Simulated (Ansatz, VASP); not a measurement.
## One calculation of P, two programs

The input POSCAR:

```
P
1.0
    1.6498005241     -5.5099545403      0.0000000000
    1.6498005241      5.5099545403      0.0000000000
    0.0000000000      0.0000000000      4.5552968797
P
4
Direct
    0.0954282148      0.9045717852      0.9115553303
    0.5954282148      0.4045717852      0.5884446697
    0.9045717852      0.0954282148      0.0884446697
    0.4045717852      0.5954282148      0.4115553303
```

INCAR.step1

```
SYSTEM = P
ALGO = Normal ; EDIFF = 1E-4
ENCUT = 520 ; GGA = PE
ISMEAR = 0 ; LASPH = .TRUE.
LCHARG = .FALSE. ; LREAL = .FALSE.
LWAVE = .TRUE. ; NBANDS = 18
NELM = 100 ; PREC = Accurate
SIGMA = 0.01
```

File INCAR.step2:

```
SYSTEM = P
ALGO = Normal ; EDIFF = 1E-6
ENCUT = 520 ; ISIF = 2
ISMEAR = 0 ; ISTART = 1
LASPH = .TRUE. ; LCHARG = .FALSE.
LMIXTAU = .TRUE. ; LREAL = .FALSE.
LWAVE = .FALSE. ; METAGGA = R2SCAN
NBANDS = 18 ; NELM = 100
PREC = Accurate ; SIGMA = 0.01
```

The input KPOINTS:

```
k-points
0
G
  12 12 8
  0 0 0
```

Input for Ansatz:

```yaml
crystal:
  lattice:
    - [1.6498005206, -5.5099544523, 0.0]
    - [1.6498005206, 5.5099544523, 0.0]
    - [0.0, 0.0, 4.555296854]
  atoms:
    - { symbol: P, position: [0.0954282167, 0.9045717833, 0.9115553314] }
    - { symbol: P, position: [0.5954282167, 0.4045717833, 0.5884446686] }
    - { symbol: P, position: [0.9045717833, 0.0954282167, 0.0884446686] }
    - { symbol: P, position: [0.4045717833, 0.5954282167, 0.4115553314] }
basis:
  ecutwfc: 500
kpoints:
  mp_grid: { grid: [12, 12, 8] }
  band_path: { path: [VBM, CBM], npoints: 2 }
hamiltonian:
  xc: r2scan
scf:
  occupations: { method: gaussian, width: 0.01 }
output:
  forces: true
  stress: true
  eigenvalues: true
checkpoint:
  read: start.run
  write: ck
  compress: false
  write_wavefunctions: false
  write_every: 100000
```

Alike in both runs: task single point; functional r2SCAN; k mesh 12 × 12 × 8; occupations gaussian, width 0.01 eV; no spin polarisation.

|  | VASP | Ansatz |
| --- | --- | --- |
| version | VASP 6.6.1 | Ansatz 0.2.0 |
| potentials or method | VASP PAW PBE potentials, release 64 (P), cutoff 520 eV | scalar-relativistic, plane waves, PAW |
| valence electrons in the cell | 20 | 20 |

```tsv
	VASP	Ansatz	Ansatz less VASP
gap on the k mesh at the Fermi level (eV)	0.27	0.24	-0.023
least direct gap on the mesh (eV)	0.27	0.24	-0.023
pressure (GPa)	-0.6	0.0	+0.62
traceless stress, the component that is largest in VASP (GPa)	0.11	0.00	-0.106
rms of the force components (eV/Å)	0.058	0.001	-0.0569
```

VASP's potentials were made for PBE, not for r2SCAN. Atom by atom the forces differ by 0.057 eV/Å (rms over components).
